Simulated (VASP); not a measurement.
Here is a VASP 6.6.1 calculation.

Contents of POSCAR:

```
Zr2N
1.0
    5.4170524502      0.0000000000      0.0000000000
    0.0000000000      5.4170524502      0.0000000000
    0.0000000000      0.0000000000      3.3004444817
Zr N
4 2
Direct
    0.2965720820      0.2965720820      0.0000000000
    0.7034279180      0.7034279180      0.0000000000
    0.7965720820      0.2034279180      0.5000000000
    0.2034279180      0.7965720820      0.5000000000
    0.0000000000      0.0000000000      0.0000000000
    0.5000000000      0.5000000000      0.5000000000
```

INCAR.step1

```
SYSTEM = Zr2N
ALGO = Normal
EDIFF = 1E-4
ENCUT = 520
GGA = PE
ISMEAR = 0
KPAR = 2
LASPH = .True.
LCHARG = .False.
LREAL = .False.
LWAVE = .True.
NBANDS = 38
NELM = 60
PREC = Accurate
SIGMA = 0.1
```

File INCAR.step2:

```
SYSTEM = Zr2N
ALGO = Normal
EDIFF = 1E-7
ENCUT = 520
ISIF = 2
ISMEAR = 0
ISTART = 1
KPAR = 2
LASPH = .True.
LCHARG = .False.
LMIXTAU = .True.
LREAL = .False.
LWAVE = .False.
METAGGA = R2SCAN
NBANDS = 38
NELM = 60
PREC = Accurate
SIGMA = 0.1
```

KPOINTS

```
k-points
0
Gamma
  8 8 10
  0 0 0
```

Potentials or basis: VASP PAW PBE potentials, release 64 (Zr_sv, N).

Launch:

```bash
$ cat potpaw_PBE.64/Zr_sv/POTCAR potpaw_PBE.64/N/POTCAR > POTCAR
$ cp INCAR.step1 INCAR
$ mpirun -np 2 vasp_std > vasp.out
$ cp INCAR.step2 INCAR
$ mpirun -np 2 vasp_std > vasp.out
```

Estimate the pressure.

0.1 GPa.

Estimate the largest force.

0.006 eV/Å.

What does it give for the band gap on the k mesh?

Zero (bands 29 and 30 overlap by 2.63 eV).

Forces on the atoms (eV/Å):
```
Zr  -0.004 -0.004  0.000
Zr   0.004  0.004  0.000
Zr  -0.004  0.004  0.000
Zr   0.004 -0.004  0.000
N    0.000  0.000  0.000
N    0.000  0.000  0.000
```

Caveat: the PAW data sets were made with another functional, which shifts forces and pressure a little.
